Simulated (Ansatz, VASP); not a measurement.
## Two plane-wave programs on ZnS

File INCAR:

```
SYSTEM = ZnS
  PREC = Accurate
  ENCUT = 520
  EDIFF = 1E-6
  ISMEAR = 0
  SIGMA = 0.05
  LREAL = .False.
  LASPH = .True.
  NELM = 80
  ALGO = Normal
  ISIF = 2
  LWAVE = .False.
  LCHARG = .False.
  GGA = PS
  NBANDS = 26
```

Contents of KPOINTS:

```
Automatic mesh
0
Gamma
  9 9 6
  0 0 0
```

Contents of POSCAR:

```
ZnS
1.0
    3.8796928979      0.0000000000      0.0000000000
   -1.9398464489      3.3599126084      0.0000000000
    0.0000000000      0.0000000000      6.3700242978
Zn S
2 2
Direct
    0.3333333333      0.6666666667     -0.0066373471
    0.6666666667      0.3333333333      0.4933626529
    0.3333333333      0.6666666667      0.3795575521
    0.6666666667      0.3333333333      0.8795575521
```

Input for Ansatz:

```yaml
crystal:
  lattice:
    - [3.8796928979, 0.0, 0.0]
    - [-1.9398464489, 3.3599126084, 0.0]
    - [0.0, 0.0, 6.3700242978]
  atoms:
    - { symbol: Zn, position: [0.3333333333, 0.6666666667, -0.0066373471] }
    - { symbol: Zn, position: [0.6666666667, 0.3333333333, 0.4933626529] }
    - { symbol: S, position: [0.3333333333, 0.6666666667, 0.3795575521] }
    - { symbol: S, position: [0.6666666667, 0.3333333333, 0.8795575521] }
basis:
  ecutwfc: 520.0
kpoints:
  mp_grid: { grid: [9, 9, 6] }
hamiltonian:
  xc: pbesol
  pseudopotentials: { kind: paw }
scf:
  occupations: { method: gaussian, width: 0.05 }
output:
  forces: true
  stress: true
  eigenvalues: true
```

Alike in both runs: task single point; functional PBEsol; k mesh 9 × 9 × 6; occupations gaussian, width 0.05 eV; no spin polarisation.

```csv
,VASP,Ansatz
version,VASP 6.6.1,Ansatz 0.2.0
potentials or method,"VASP PAW PBE potentials, release 64 (Zn, S), cutoff 520 eV","scalar-relativistic, plane waves, PAW"
valence electrons in the cell,36,36
```

```csv
,VASP,Ansatz,Ansatz less VASP
gap on the k mesh at the Fermi level (eV),1.86,1.85,-0.002
least direct gap on the mesh (eV),1.86,1.85,-0.002
pressure (GPa),-4.7,-4.9,-0.15
"traceless stress, the component that is largest in VASP (GPa)",-1.04,-1.03,+0.018
rms of the force components (eV/Å),0.160,0.159,-0.0011
```

VASP's potentials were made for PBE, not for PBEsol. Atom by atom the forces differ by 0.001 eV/Å (rms over components). The functional is the same, so the differences come from potentials, cutoffs and numerics.
